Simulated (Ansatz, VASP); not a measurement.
**Rh: VASP beside Ansatz**

INCAR

```
ALGO     = Fast           # electronic algorithm
EDIFF    = 1E-7           # SCF threshold, eV
ENCUT    = 520            # plane-wave cutoff, eV
GGA      = PE             # functional
ISIF     = 2              # what is computed and relaxed
ISMEAR   = 0              # smearing method
LASPH    = T              # aspherical terms in the spheres
LCHARG   = F              # write CHGCAR
LREAL    = F              # projectors in reciprocal space
LWAVE    = F              # write WAVECAR
NBANDS   = 22             # bands
NELM     = 80             # most SCF steps
PREC     = Accurate       # precision mode
SIGMA    = 0.15           # smearing width, eV
```

Contents of KPOINTS:

```
k-points
0
Gamma
  21 21 12
```

POSCAR

```
Rh
1.0
    2.6437074070      0.0000000000      0.0000000000
   -1.3218537035      2.2895177746      0.0000000000
    0.0000000000      0.0000000000      4.5188890708
Rh
2
Direct
    0.6666666667      0.3333333333      0.7500000000
    0.3333333333      0.6666666667      0.2500000000
```

Input for Ansatz:

```yaml
crystal:
  lattice:
    - [2.643707407, 0.0, 0.0]
    - [-1.3218537035, 2.2895177746, 0.0]
    - [0.0, 0.0, 4.5188890708]
  atoms:
    - { symbol: Rh, position: [0.6666666667, 0.3333333333, 0.75] }
    - { symbol: Rh, position: [0.3333333333, 0.6666666667, 0.25] }
basis:
  ecutwfc: 420
kpoints:
  mp_grid: { grid: [21, 21, 12] }
hamiltonian:
  xc: pbe
  pseudopotentials: { kind: paw, azcp: { folder: soft_1 } }
scf:
  occupations: { method: gaussian, width: 0.15 }
output:
  forces: true
  stress: true
  eigenvalues: true
```

Alike in both runs: task single point; functional PBE; k mesh 21 × 21 × 12; occupations gaussian, width 0.15 eV; no spin polarisation.

```csv
,VASP,Ansatz
version,VASP 6.6.1,Ansatz 0.2.0
potentials or method,"VASP PAW PBE potentials, release 64 (Rh_pv), cutoff 520 eV","scalar-relativistic, plane waves, PAW"
valence electrons in the cell,30,34
```

```tsv
	VASP	Ansatz	Ansatz less VASP
gap on the k mesh at the Fermi level (eV)	none	none	-
pressure (GPa)	9.3	9.3	-0.04
traceless stress, the component that is largest in VASP (GPa)	-11.08	-11.08	-0.004
```

A gap of «none» marks a metal or a gap that the smearing closes. VASP's potentials hold 30 valence electrons a cell and Ansatz's 34, so a difference there can come from the potentials and not from the codes.
